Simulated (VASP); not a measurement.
HgTe: relaxation of cell and atoms with PBE

The system is HgTe.

```xyz
2
Lattice="0.0000 3.3248 3.3248 3.3248 0.0000 3.3248 3.3248 3.3248 0.0000" Properties=species:S:1:pos:R:3 pbc="T T T"
Hg    0.0000    0.0000    0.0000
Te    4.9872    4.9872    4.9872
```

- Program: VASP 6.6.1
- Task: relaxation of cell and atoms
- Functional: PBE
- Potentials or basis: VASP PAW PBE potentials, release 64 (Hg, Te)
- Cutoff: 600 eV
- k mesh: 12 × 12 × 12
- Occupations: gaussian, width 0.1 eV
- Spin: no spin polarisation
- Dipole correction: no
- Further INCAR settings: ALGO = Normal; EDIFF = 1e-06; IBRION = 2; EDIFFG = -0.005; NSW = 100; ISIF = 3

* Relaxed volume: 36.86 Å³/atom
* Relaxed cell: a = 4.706 Å, b = 4.706 Å, c = 4.706 Å, α = 60.00°, β = 60.00°, γ = 60.00°
* Space group after relaxing (to 0.1 Å): F-43m (No. 216)
* Energy gained by relaxing: 0.0 meV/atom
* Ionic steps: 2
* Pressure after relaxing: 0.0 GPa
* Band gap on the k mesh: zero (filled and empty bands touch)

Final structure:
```cif
data_structure
_symmetry_space_group_name_H-M 'P 1'
_symmetry_Int_Tables_number 1
_cell_length_a 4.7065
_cell_length_b 4.7065
_cell_length_c 4.7065
_cell_angle_alpha 60.000
_cell_angle_beta 60.000
_cell_angle_gamma 60.000
_cell_volume 73.72
loop_
_atom_site_label
_atom_site_type_symbol
_atom_site_fract_x
_atom_site_fract_y
_atom_site_fract_z
_atom_site_occupancy
Hg1 Hg 0.00000 0.00000 0.00000 1
Te1 Te 0.75000 0.75000 0.75000 1
```

Levels at points of the mesh, in eV from the Fermi level:
```tsv
k point	band 7	band 8	band 9	band 10	band 11	band 12
(0.00, 0.00, 0.00)	-1.00	-0.07	-0.07	-0.07	4.31	4.31
(0.50, 0.00, 0.00)	-5.01	-0.90	-0.90	0.63	5.04	5.04
(0.50, 0.50, 0.00)	-5.04	-1.99	-1.99	1.84	2.64	7.84
```

Run time: 2.6 min on 1 thread of Intel Xeon 8259CL, with other jobs on the host, peak memory 0.31 GiB.

Caveat: semilocal functionals underestimate gaps, so a narrow gap can read as zero; spin-orbit coupling is left out, which moves the levels of the heavy elements.
